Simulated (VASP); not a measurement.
# InSb (F-43m) in VASP: settings compared

InSb is run at these levels: PBEsol, r2SCAN; tasks: single point.

All numbers are computed with VASP 6.6.1; they aren't measurements. Logs are shortened: lines on timing, memory, paths and dates and some standing lists are left out, and cuts for length are marked.

### Step 1. The cell of the first run

The structure is cubic, space group F-43m (No. 216). Conventional cell: a = 6.520 Å, b = 6.520 Å, c = 6.520 Å, α = 90.00°, β = 90.00°, γ = 90.00°. In (site symmetry -43m) has 4 Sb at 2.82 Å within 3.7 Å. Sb (site symmetry -43m) has 4 In at 2.82 Å within 3.7 Å.

### Step 2. Single point, PBEsol

Contents of INCAR:

```
SYSTEM = InSb
PREC     = Accurate       ! precision mode
ENCUT    = 520            ! plane-wave cutoff, eV
EDIFF    = 1E-6           ! SCF threshold, eV
ISMEAR   = -1             ! smearing method
SIGMA    = 0.05           ! smearing width, eV
LREAL    = .False.        ! projectors in reciprocal space
LASPH    = .True.         ! aspherical terms in the spheres
NELM     = 100            ! most SCF steps
ALGO     = Normal         ! electronic algorithm
ISIF     = 2              ! what is computed and relaxed
LWAVE    = .False.        ! write WAVECAR
LCHARG   = .False.        ! write CHGCAR
GGA      = PS             ! functional
NBANDS   = 16             ! bands
```

Contents of KPOINTS:

```
regular mesh
0
Gamma
  6 6 6
  0 0 0
```

Contents of POSCAR:

```
InSb
1.0
    0.0000000000      3.2600430000      3.2600430000
    3.2600430000      0.0000000000      3.2600430000
    3.2600430000      3.2600430000      0.0000000000
In Sb
1 1
Direct
    0.0000000000      0.0000000000      0.0000000000
    0.2500000000      0.2500000000      0.2500000000
```

Potentials or basis: VASP PAW PBE potentials, release 64 (In_d, Sb).

The run is started by

```
$ cat potpaw_PBE.64/In_d/POTCAR potpaw_PBE.64/Sb/POTCAR > POTCAR
$ mpirun -np 1 vasp_std > vasp.out
```

OUTCAR:

```text
SYSTEM = InSb
   PREC = Accurate
   ENCUT = 520
   EDIFF = 1E-6
   ISMEAR = -1
   LREAL = .False.
   LASPH = .True.
   NELM = 100
   ISIF = 2
   GGA = PS

 ion  position               nearest neighbor table
   1  0.000  0.000  0.000-   2 2.82   2 2.82   2 2.82   2 2.82
   2  0.250  0.250  0.250-   1 2.82   1 2.82   1 2.82   1 2.82

  LATTYP: Found a face centered cubic cell.
 ALAT       =     6.5200860000

  Lattice vectors:

 A1 = (   0.0000000000,   3.2600430000,   3.2600430000)
 A2 = (   3.2600430000,   0.0000000000,   3.2600430000)
 A3 = (   3.2600430000,   3.2600430000,   0.0000000000)

Analysis of symmetry for initial positions (statically):
=====================================================================
 Subroutine PRICEL returns:
 Original cell was already a primitive cell.

 Routine SETGRP: Setting up the symmetry group for a
 face centered cubic supercell.

 Subroutine GETGRP returns: Found 24 space group operations
 (whereof 24 operations were pure point group operations)
 out of a pool of 48 trial point group operations.

The static configuration has the point symmetry T_d .

Analysis of symmetry for dynamics (positions and initial velocities):
=====================================================================
 Subroutine PRICEL returns:
 Original cell was already a primitive cell.

 Routine SETGRP: Setting up the symmetry group for a
 face centered cubic supercell.

 Subroutine GETGRP returns: Found 24 space group operations
 (whereof 24 operations were pure point group operations)
 out of a pool of 48 trial point group operations.

The dynamic configuration has the point symmetry T_d .

 Subroutine INISYM returns: Found 24 space group operations
 (whereof 24 operations are pure point group operations),
 and found     1 'primitive' translations

----------------------------------------------------------------------------------------

                                     Primitive cell

  volume of cell :      69.2947

  direct lattice vectors                    reciprocal lattice vectors
     0.000000000  3.260043000  3.260043000    -0.153372210  0.153372210  0.153372210
     3.260043000  0.000000000  3.260043000     0.153372210 -0.153372210  0.153372210
     3.260043000  3.260043000  0.000000000     0.153372210  0.153372210 -0.153372210

  length of vectors
     4.610397025  4.610397025  4.610397025     0.265648460  0.265648460  0.265648460

  position of ions in fractional coordinates (direct lattice)
     0.000000000  0.000000000  0.000000000
     0.250000000  0.250000000  0.250000000

  ion indices of the primitive-cell ions
   primitive index   ion index
                 1           1
                 2           2

----------------------------------------------------------------------------------------

 KPOINTS: regular mesh

Automatic generation of k-mesh.
 Grid dimensions read from file:
 generate k-points for:    6    6    6

 Generating k-lattice:

  Cartesian coordinates                     Fractional coordinates (reciprocal lattice)
    -0.025562035  0.025562035  0.025562035     0.166666667  0.000000000  0.000000000
     0.025562035 -0.025562035  0.025562035     0.000000000  0.166666667  0.000000000
     0.025562035  0.025562035 -0.025562035     0.000000000  0.000000000  0.166666667

  Length of vectors
     0.044274743  0.044274743  0.044274743

  Shift w.r.t. Gamma in fractional coordinates (k-lattice)
     0.000000000  0.000000000  0.000000000

 Subroutine IBZKPT returns following result:
 ===========================================

 Found     16 irreducible k-points:

 Following reciprocal coordinates:
            Coordinates               Weight
  0.000000  0.000000  0.000000      1.000000
  0.166667  0.000000  0.000000      8.000000
  0.333333  0.000000  0.000000      8.000000
  0.500000  0.000000  0.000000      4.000000
  0.166667  0.166667  0.000000      6.000000
  0.333333  0.166667  0.000000     24.000000
[... 8 lines left out ...]
 -0.333333  0.333333  0.166667     24.000000
 -0.333333  0.500000  0.166667     12.000000
   k-points           NKPTS =     16   k-points in BZ     NKDIM =     16   number of bands    NBANDS=     16
   number of dos      NEDOS =    301   number of ions     NIONS =      2
   total plane-waves  NPLWV =  46656
   dimension x,y,z NGX =    36 NGY =   36 NGZ =   36
   dimension x,y,z NGXF=    72 NGYF=   72 NGZF=   72
   ions per type =               1   1
   NGX,Y,Z   is equivalent  to a cutoff of  12.98, 12.98, 12.98 a.u.
   NGXF,Y,Z  is equivalent  to a cutoff of  25.96, 25.96, 25.96 a.u.
 SYSTEM =  InSb
   PREC   = accura    normal or accurate (medium, high low for compatibility)
   ISTART =      0    job   : 0-new  1-cont  2-samecut
   ICHARG =      2    charge: 1-file 2-atom 10-const
   ISPIN  =      1    spin polarized calculation?
   LNONCOLLINEAR =      F non collinear calculations
   LSORBIT =      F    spin-orbit coupling
   LASPH  =      T    aspherical Exc in radial PAW
   ENCUT  =  520.0 eV  38.22 Ry    6.18 a.u.   8.57  8.57  8.57*2*pi/ulx,y,z
   NELM   =    100;   NELMIN=  2; NELMDL= -5     # of ELM steps
   EDIFF  = 0.1E-05   stopping-criterion for ELM
   LREAL  =      F    real-space projection
   EDIFFG = 0.1E-04   stopping-criterion for IOM
   NSW    =      0    number of steps for IOM
   IBRION =     -1    ionic relax: 0-MD 1-quasi-New 2-CG
   NFREE  =      0    steps in history (QN), initial steepest desc. (CG)
   ISIF   =      2    stress and relaxation
   ISYM   =      2    0-nonsym 1-usesym 2-fastsym
   POTIM  = 0.5000    time-step for ionic-motion
   TEBEG  =    0.0;   TEEND  =   0.0 temperature during run
   PSTRESS=    0.0 pullay stress
   NELECT =      18.0000    total number of electrons
   NUPDOWN=      -1.0000    fix difference up-down
   EMIN   =  10.00;   EMAX   =-10.00  energy-range for DOS
   EFERMI =   0.00;   METHOD = LEGACY
   ISMEAR =    -1;   SIGMA  =   0.05  broadening in eV -4-tet -1-fermi 0-gaus
   EFERMI_NEDOS =   21; number of points for ismear=-14 and -15
   IALGO  =     38    algorithm
   IMIX   =      4    mixing-type and parameters
     AMIX     =   0.40;   BMIX     =  1.00
     AMIX_MAG =   1.60;   BMIX_MAG =  1.00
  volume/ion in A,a.u.               =      34.65       233.81
  Fermi-wavevector in a.u.,A,eV,Ry     =   1.044557  1.973927 14.845321  1.091100
  Thomas-Fermi vector in A             =   2.179315
   LORBIT       =      0    0 simple, 1 ext, 2 COOP (PROOUT), +10 PAW based schemes
   GGA     = PS    functional components
   LHFCALC =     F    Hartree Fock is set to
   AEXX    =    0.0000 exact exchange contribution
   IVDW    =     0    specifies the selected vdW correction
   LEPSILON=     F    determine dielectric tensor
   LRPA    =     F    only Hartree local field effects (RPA)
 non-spin polarized calculation
  energy-cutoff  :      520.00
  volume of cell :       69.29
 maximum number of plane-waves:      1892
 NGX is ok and might be reduce to    36
   NGX = 17   NGY = 17   NGZ = 17

 number of electron      17.9999994 magnetization

 Free energy of the ion-electron system (eV)
  ---------------------------------------------------
  ext. energy  EPLUGINS =         0.00000000
  ---------------------------------------------------
  free energy    TOTEN  =        -7.67793083 eV

  energy without entropy =       -7.67699742  energy(sigma->0) =       -7.67746412

 E-fermi :   4.8072     XC(G=0):  -8.7844

 val. band max:        4.7717344737   @ k =   0.0000   0.0000   0.0000
 cond. band min:       5.2074973164   @ k =   0.5000   0.0000   0.0000
 fundamental gap:      0.4357628428
 Fermi energy:         4.8071834325

 k-point     1 :       0.0000    0.0000    0.0000
  band No.  band energies     occupation
      1      -9.7364      2.00000
      2      -9.7364      2.00000
      3      -9.7364      2.00000
      4      -9.6553      2.00000
      5      -9.6553      2.00000
      6      -5.8582      2.00000
[... 8 lines left out ...]
     15      13.0138      0.00000
     16      13.0138      0.00000

 k-point     2 :       0.1667    0.0000    0.0000
  band No.  band energies     occupation
      1      -9.7479      2.00000
      2      -9.7312      2.00000
      3      -9.7312      2.00000
      4      -9.6556      2.00000
      5      -9.6556      2.00000
      6      -5.6151      2.00000
[... 8 lines left out ...]
     15      12.0327      0.00000
     16      12.0327      0.00000

 k-point     3 :       0.3333    0.0000    0.0000
  band No.  band energies     occupation
      1      -9.7705      2.00000
      2      -9.7222      2.00000
      3      -9.7222      2.00000
      4      -9.6549      2.00000
      5      -9.6549      2.00000
      6      -4.9876      2.00000
[... 8 lines left out ...]
     15      12.4392      0.00000
     16      12.4392      0.00000

 k-point     4 :       0.5000    0.0000    0.0000
  band No.  band energies     occupation
      1      -9.7816      2.00000
      2      -9.7186      2.00000
      3      -9.7186      2.00000
      4      -9.6537      2.00000
      5      -9.6537      2.00000
      6      -4.5301      2.00000
[... 8 lines left out ...]
     15      13.8655      0.00000
     16      13.8655      0.00000
[... 172 lines left out ...]
 k-point    14 :       0.5000    0.3333    0.1667
  band No.  band energies     occupation
      1      -9.7905      2.00000
      2      -9.7122      2.00000
      3      -9.7068      2.00000
      4      -9.6633      2.00000
      5      -9.6516      2.00000
      6      -4.4754      2.00000
[... 8 lines left out ...]
     15      13.4769      0.00000
     16      14.8733      0.00000

 k-point    15 :      -0.3333    0.3333    0.1667
  band No.  band energies     occupation
      1      -9.7956      2.00000
      2      -9.7114      2.00000
      3      -9.7024      2.00000
      4      -9.6619      2.00000
      5      -9.6535      2.00000
      6      -4.0968      2.00000
[... 8 lines left out ...]
     15      14.2556      0.00000
     16      14.7638      0.00000

 k-point    16 :      -0.3333    0.5000    0.1667
  band No.  band energies     occupation
      1      -9.8041      2.00000
      2      -9.7052      2.00000
      3      -9.6966      2.00000
      4      -9.6672      2.00000
      5      -9.6508      2.00000
      6      -3.9133      2.00000
[... 8 lines left out ...]
     15      14.4373      0.00000
     16      15.1357      0.00000

------------------------ aborting loop because EDIFF is reached ----------------------------------------

  FORCE on cell =-STRESS in cart. coord.  units (eV):
  Direction    XX          YY          ZZ          XY          YZ          ZX
  --------------------------------------------------------------------------------------
  -------------------------------------------------------------------------------------
  Total        0.0279232      0.0279232      0.0279232     -0.0000000      0.0000000     -0.0000000
  in kB        0.6456191      0.6456191      0.6456191     -0.0000000      0.0000000     -0.0000000
  external PRESSURE =       0.6456191 kB  Pullay stress =       0.0000000 kB

 VOLUME and BASIS-vectors are now :
 -----------------------------------------------------------------------------
  energy-cutoff  :      520.00
  volume of cell :       69.29
      direct lattice vectors                 reciprocal lattice vectors
     0.000000000  3.260043000  3.260043000    -0.153372210  0.153372210  0.153372210
     3.260043000  0.000000000  3.260043000     0.153372210 -0.153372210  0.153372210
     3.260043000  3.260043000  0.000000000     0.153372210  0.153372210 -0.153372210

 POSITION                                       TOTAL-FORCE (eV/Angst)
 -----------------------------------------------------------------------------------
      0.00000      0.00000      0.00000        -0.000000      0.000000      0.000000
      1.63002      1.63002      1.63002         0.000000     -0.000000     -0.000000
 -----------------------------------------------------------------------------------
    total drift:                               -0.000000     -0.000000     -0.000000

  FREE ENERGIE OF THE ION-ELECTRON SYSTEM (eV)
  ---------------------------------------------------
  free  energy   TOTEN  =        -7.6779308291 eV

  energy  without entropy=       -7.6769974202  energy(sigma->0) =       -7.67746412
```

Run time: 15 s. Hardware: 1 thread of Intel Xeon Platinum 8375C at 2.90GHz (Ice Lake), shared host; peak memory 0.2 GiB.

What came out:

| Item | Value |
| --- | --- |
| Free energy | -7.6779 eV |
| Pressure | 0.1 GPa |
| Band gap on the k mesh | zero (filled and empty bands touch) |

Levels at points of the mesh, in eV from the Fermi level:
```
           k point  band 7  band 8  band 9  band 10  band 11  band 12
(0.00, 0.00, 0.00)   -0.41   -0.04   -0.04    -0.04     2.89     2.89
(0.50, 0.00, 0.00)   -5.61   -1.02   -1.02     0.40     3.73     3.73
(0.50, 0.50, 0.00)   -5.91   -2.25   -2.25     1.24     1.25     7.97
```

Caveat: the PAW data sets were made with another functional, which shifts forces and pressure a little; spin-orbit coupling is left out, which moves the levels of the heavy elements.

### Step 3. Single point, r2SCAN

POSCAR is that of step 2.

Contents of INCAR.step1:

```
SYSTEM = InSb
PREC = Accurate
ENCUT = 520
ISMEAR = -1
SIGMA = 0.05
LREAL = .FALSE.
LASPH = .TRUE.
NELM = 100
NBANDS = 16
GGA = PE
ALGO = Normal
EDIFF = 1E-4
LWAVE = .TRUE.
LCHARG = .FALSE.
```

Contents of INCAR.step2:

```
SYSTEM = InSb
PREC = Accurate
ENCUT = 520
EDIFF = 1E-7
ISMEAR = -1
SIGMA = 0.05
LREAL = .FALSE.
LASPH = .TRUE.
NELM = 100
ALGO = Normal
ISIF = 2
LWAVE = .FALSE.
LCHARG = .FALSE.
METAGGA = R2SCAN
LMIXTAU = .TRUE.
NBANDS = 16
ISTART = 1
```

Contents of KPOINTS:

```
regular mesh
0
G
  6 6 6
  0 0 0
```

Potentials or basis: VASP PAW PBE potentials, release 64 (In_d, Sb).

The run is started by

```
$ cat potpaw_PBE.64/In_d/POTCAR potpaw_PBE.64/Sb/POTCAR > POTCAR
$ cp INCAR.step1 INCAR
$ mpirun -np 1 vasp_std > vasp.out
$ cp INCAR.step2 INCAR
$ mpirun -np 1 vasp_std > vasp.out
```

Wall time 84 s (1 thread of Intel Xeon Platinum 8375C at 2.90GHz (Ice Lake), shared host); peak memory 0.22 GiB.

Results (log left out):

```yaml
Free_energy: -48.7457 eV
Pressure: 0.8 GPa
Band_gap_on_the_k_mesh: 0.12 eV, direct
```

Levels at points of the mesh, in eV from the valence-band top:
```tsv
k point	band 6	band 7	band 8	band 9	band 10	band 11	band 12	band 13
(0.00, 0.00, 0.00)	-11.00	0.00	0.00	0.00	0.12	3.22	3.22	3.22
(0.50, 0.00, 0.00)	-9.60	-5.69	-1.02	-1.02	0.80	4.09	4.09	6.47
(0.50, 0.50, 0.00)	-8.97	-5.99	-2.29	-2.29	1.56	1.60	8.62	8.62
```

Caveat: the PAW data sets were made with another functional, which shifts forces and pressure a little; spin-orbit coupling is left out, which moves the levels of the heavy elements.
